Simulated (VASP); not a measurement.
# Si2Ni (I4/mmm) in VASP: further runs, part 2 of 2

VASP 6.6.1. The steps go on from the part before.

## (3) Single point, PBEsol (strain +0.040 along x and y, -0.080 along z)

Contents of INCAR:

```
SYSTEM = Si2Ni
PREC     = Accurate       ! precision mode
ENCUT    = 520            ! plane-wave cutoff, eV
EDIFF    = 1E-7           ! SCF threshold, eV
ISMEAR   = 0              ! smearing method
SIGMA    = 0.15           ! smearing width, eV
LREAL    = .FALSE.        ! projectors in reciprocal space
LASPH    = .TRUE.         ! aspherical terms in the spheres
NELM     = 100            ! most SCF steps
ALGO     = Normal         ! electronic algorithm
ISIF     = 2              ! what is computed and relaxed
LWAVE    = .FALSE.        ! write WAVECAR
LCHARG   = .TRUE.         ! write CHGCAR
GGA      = PS             ! functional
LELF     = .TRUE.         ! ELF
LVHAR    = .TRUE.       
NBANDS   = 16             ! bands
```

Contents of KPOINTS:

```
regular mesh
0
G
  16 16 16
  0 0 0
```

Contents of POSCAR:

```
Si2Ni
1.0
    0.0000000000      2.8035330382      2.4800484568
    2.8035330382      0.0000000000      2.4800484568
    2.8035330382      2.8035330382      0.0000000000
Si Ni
2 1
Direct
    0.2500000000      0.2500000000      0.2500000000
    0.7500000000      0.7500000000      0.7500000000
    0.0000000000      0.0000000000      0.0000000000
```

Potentials or basis: VASP PAW PBE potentials, release 64 (Si, Ni).

Launch:

```bash
$ cat potpaw_PBE.64/Si/POTCAR potpaw_PBE.64/Ni/POTCAR > POTCAR
$ mpirun -np 1 vasp_std > vasp.out
```

OUTCAR:

```text
SYSTEM = Si2Ni
   PREC = Accurate
   ENCUT = 520
   EDIFF = 1E-7
   ISMEAR = 0
   LREAL = .FALSE.
   LASPH = .TRUE.
   NELM = 100
   ISIF = 2
   GGA = PS

 ion  position               nearest neighbor table
   1  0.250  0.250  0.250-   3 2.34   3 2.34   3 2.34   3 2.34   2 2.48   2 2.48   2 2.80   2 2.80
                             2 2.80   2 2.80
   2  0.750  0.750  0.750-   3 2.34   3 2.34   3 2.34   3 2.34   1 2.48   1 2.48   1 2.80   1 2.80
                             1 2.80   1 2.80
   3  0.000  0.000  0.000-   2 2.34   2 2.34   1 2.34   2 2.34   1 2.34   1 2.34   2 2.34   1 2.34

  LATTYP: Found a body centered tetragonal cell.
 ALAT       =     3.9647944452
 C/A-ratio  =     1.2510350744

  Lattice vectors:

 A1 = (   0.0000000000,  -2.8035330382,  -2.4800484568)
 A2 = (   0.0000000000,   2.8035330382,  -2.4800484568)
 A3 = (   2.8035330382,   0.0000000000,   2.4800484568)

Analysis of symmetry for initial positions (statically):
=====================================================================
 Subroutine PRICEL returns:
 Original cell was already a primitive cell.

 Routine SETGRP: Setting up the symmetry group for a
 body centered tetragonal supercell.

 Subroutine GETGRP returns: Found 16 space group operations
 (whereof 16 operations were pure point group operations)
 out of a pool of 16 trial point group operations.

The static configuration has the point symmetry D_4h.

Analysis of symmetry for dynamics (positions and initial velocities):
=====================================================================
 Subroutine PRICEL returns:
 Original cell was already a primitive cell.

 Routine SETGRP: Setting up the symmetry group for a
 body centered tetragonal supercell.

 Subroutine GETGRP returns: Found 16 space group operations
 (whereof 16 operations were pure point group operations)
 out of a pool of 16 trial point group operations.

The dynamic configuration has the point symmetry D_4h.

 Subroutine INISYM returns: Found 16 space group operations
[... 119 lines left out ...]
     AMIX_MAG =   1.60;   BMIX_MAG =  1.00
  volume/ion in A,a.u.               =      13.00        87.70
  Fermi-wavevector in a.u.,A,eV,Ry     =   1.265315  2.391098 21.783211  1.601021
  Thomas-Fermi vector in A             =   2.398574
   LORBIT       =      0    0 simple, 1 ext, 2 COOP (PROOUT), +10 PAW based schemes
   GGA     = PS    functional components
   LHFCALC =     F    Hartree Fock is set to
   AEXX    =    0.0000 exact exchange contribution
   IVDW    =     0    specifies the selected vdW correction
   LEPSILON=     F    determine dielectric tensor
   LRPA    =     F    only Hartree local field effects (RPA)
 non-spin polarized calculation
 Gauss-broadening in eV      SIGMA  =   0.15
  energy-cutoff  :      520.00
  volume of cell :       38.99
 maximum number of plane-waves:      1074
   NGX = 13   NGY = 13   NGZ = 15

 number of electron      17.9999998 magnetization

 Free energy of the ion-electron system (eV)
  ---------------------------------------------------
  ext. energy  EPLUGINS =         0.00000000
  ---------------------------------------------------
  free energy    TOTEN  =       -18.90656050 eV

  energy without entropy =      -18.89798908  energy(sigma->0) =      -18.90227479

 E-fermi :  10.4395     XC(G=0): -11.7634

 val. band max:       10.4380617362   @ k =   0.5000   0.0000   0.5000
 cond. band min:      10.4410075005   @ k =   0.2500   0.0000   0.2500
 fundamental gap:      0.0029457643
 Fermi energy:        10.4394746990

 k-point     1 :       0.0000    0.0000    0.0000
  band No.  band energies     occupation
      1      -3.4877      2.00000
      2       4.9894      2.00000
      3       5.4442      2.00000
      4       5.4442      2.00000
      5       6.7916      2.00000
      6       7.1277      2.00000
[... 433 lines left out ...]
      3       5.2393      2.00000
      4       5.5036      2.00000
      5       6.7271      2.00000
      6       7.1079      2.00000
[... 8 lines left out ...]
     15      15.0674      0.00000
     16      17.9143      0.00000

 [... further k-points ...]

------------------------ aborting loop because EDIFF is reached ----------------------------------------

  FORCE on cell =-STRESS in cart. coord.  units (eV):
  Direction    XX          YY          ZZ          XY          YZ          ZX
  --------------------------------------------------------------------------------------
  -------------------------------------------------------------------------------------
  Total       -0.5458413     -0.5458413      1.7505738      0.0000000     -0.0000000      0.0000000
  in kB      -22.4323868    -22.4323868     71.9431552      0.0000000     -0.0000000      0.0000000
  external PRESSURE =       9.0261272 kB  Pullay stress =       0.0000000 kB

 VOLUME and BASIS-vectors are now :
 -----------------------------------------------------------------------------
  energy-cutoff  :      520.00
  volume of cell :       38.99
      direct lattice vectors                 reciprocal lattice vectors
     0.000000000  2.803533038  2.480048457    -0.178346391  0.178346391  0.201608964
     2.803533038  0.000000000  2.480048457     0.178346391 -0.178346391  0.201608964
     2.803533038  2.803533038  0.000000000     0.178346391  0.178346391 -0.201608964

 POSITION                                       TOTAL-FORCE (eV/Angst)
 -----------------------------------------------------------------------------------
      1.40177      1.40177      1.24002         0.000000      0.000000      0.000000
      4.20530      4.20530      3.72007        -0.000000     -0.000000     -0.000000
      0.00000      0.00000      0.00000        -0.000000      0.000000     -0.000000
 -----------------------------------------------------------------------------------
    total drift:                               -0.000000     -0.000000      0.000000

  FREE ENERGIE OF THE ION-ELECTRON SYSTEM (eV)
  ---------------------------------------------------
  free  energy   TOTEN  =       -18.9065604956 eV

  energy  without entropy=      -18.8979890803  energy(sigma->0) =      -18.90227479
```

stdout:

```text
POSCAR found type information on POSCAR SiNi
 POSCAR found :  2 types and       3 ions
 scaLAPACK will be used
 -----------------------------------------------------------------------------
|                                                                             |
|                                                                             |
|     You enforced a specific xc type in the INCAR file but a different       |
|     I HOPE YOU KNOW WHAT YOU ARE DOING!                                     |
|                                                                             |
 -----------------------------------------------------------------------------

 LDA part: xc-table for (Slater+PW92), standard interpolation
 POSCAR, INCAR and KPOINTS ok, starting setup
 FFT: planning ... GRIDC
 FFT: planning ... GRID_SOFT
 FFT: planning ... GRID
 WAVECAR not read
 entering main loop
```

Run time: 96 s. Hardware: 1 thread of Intel Xeon 6975P-C (Granite Rapids), shared host; peak memory 0.32 GiB.

What came out:

```
Free energy            : -18.9066 eV
Pressure               : 0.9 GPa
Band gap on the k mesh : zero (bands 9 and 10 overlap by 2.69 eV)
```

Stress tensor (GPa, compression positive):
```
-2.24  0.00  0.00
 0.00 -2.24  0.00
 0.00  0.00  7.19
```

Levels at points of the mesh, in eV from the Fermi level:
| k point | band 6 | band 7 | band 8 | band 9 | band 10 | band 11 | band 12 | band 13 |
| --- | --- | --- | --- | --- | --- | --- | --- | --- |
| (0.00, 0.00, 0.00) | -3.31 | 0.05 | 0.80 | 1.85 | 1.85 | 2.38 | 2.38 | 3.15 |
| (0.50, 0.00, 0.00) | -3.23 | -3.23 | -1.83 | -1.19 | 1.40 | 1.69 | 2.30 | 3.53 |
| (0.50, 0.50, 0.00) | -3.51 | -3.51 | -3.17 | -3.08 | -0.84 | 0.92 | 8.13 | 8.24 |
| (0.50, 0.00, 0.50) | -3.58 | -3.51 | -3.41 | -2.97 | 0.00 | 1.71 | 6.80 | 7.35 |

Caveat: the cell differs from its parent crystal (strain +0.040 along x and y, -0.080 along z); the PAW data sets were made with another functional, which shifts forces and pressure a little.

## (4) Single point, PBEsol (strain +0.080 along x and y, -0.080 along z)

Contents of INCAR:

```
SYSTEM = Si2Ni
PREC = Accurate ; ENCUT = 520
EDIFF = 1E-6 ; ISMEAR = 0
SIGMA = 0.15 ; LREAL = .False.
LASPH = .True. ; NELM = 60
ALGO = Normal ; ISIF = 2
LWAVE = .False. ; LCHARG = .True.
GGA = PS ; LELF = .True.
LVHAR = .True. ; NBANDS = 16
```

Contents of KPOINTS:

```
Automatic mesh
0
Gamma
  16 16 16
  0 0 0
```

Contents of POSCAR:

```
Si2Ni
1.0
    0.0000000000      2.9113612320      2.4800484568
    2.9113612320      0.0000000000      2.4800484568
    2.9113612320      2.9113612320      0.0000000000
Si Ni
2 1
Direct
    0.2500000000      0.2500000000      0.2500000000
    0.7500000000      0.7500000000      0.7500000000
    0.0000000000      0.0000000000      0.0000000000
```

Launch:

```bash
$ cat potpaw_PBE.64/Si/POTCAR potpaw_PBE.64/Ni/POTCAR > POTCAR
$ mpirun -np 1 vasp_std > vasp.out
```

Run time: 84 s. Hardware: 1 thread of Intel Xeon 6975P-C (Granite Rapids), shared host; peak memory 0.34 GiB.

Results (log left out):

* Free energy: -18.7523 eV
* Pressure: -9.0 GPa
* Band gap on the k mesh: zero (bands 9 and 10 overlap by 2.67 eV)

Stress tensor (GPa, compression positive):
```
-13.18   0.00   0.00
  0.00 -13.18   0.00
  0.00   0.00  -0.64
```

Levels at points of the mesh, in eV from the Fermi level:
```csv
k point,band 6,band 7,band 8,band 9,band 10,band 11,band 12,band 13
"(0.00, 0.00, 0.00)",-2.78,-0.34,0.56,1.79,1.79,2.52,2.52,3.49
"(0.50, 0.00, 0.00)",-2.74,-2.72,-1.64,-0.98,1.13,1.70,2.54,3.61
"(0.50, 0.50, 0.00)",-3.00,-3.00,-2.66,-2.63,-0.88,1.01,7.71,7.71
"(0.50, 0.00, 0.50)",-3.11,-2.89,-2.79,-2.50,0.04,2.06,5.96,7.15
```

Caveat: the cell differs from its parent crystal (strain +0.080 along x and y, -0.080 along z); the cell stands under tension; the PAW data sets were made with another functional, which shifts forces and pressure a little. Spin polarisation is off, so any magnetic state and its effect on volume and gap are missing.

## (5) Summary

```csv
cell,gap on the mesh (eV),pressure (GPa)
"a = 3.895, b = 3.895, c = 3.660 Å, angles 62.0, 62.0, 56.0°, 3 atoms",none,1.0
"a = 3.743, b = 3.743, c = 3.965 Å, angles 58.0, 58.0, 64.0°, 3 atoms",none,0.9
"a = 3.824, b = 3.824, c = 4.117 Å, angles 57.4, 57.4, 65.1°, 3 atoms",none,-9.0
```

Alike in all rows: task single point; level PBEsol; potentials or basis VASP PAW PBE potentials, release 64 (Si, Ni); no spin polarisation; k mesh 16 × 16 × 16; cutoff (eV) 520; smearing gaussian 0.15 eV.

Caveats: the PAW data sets were made with another functional, which shifts forces and pressure a little; the cell stands under tension (at least some runs).

Total energies depend on the potentials used, so only differences within one code and one set of settings carry meaning.
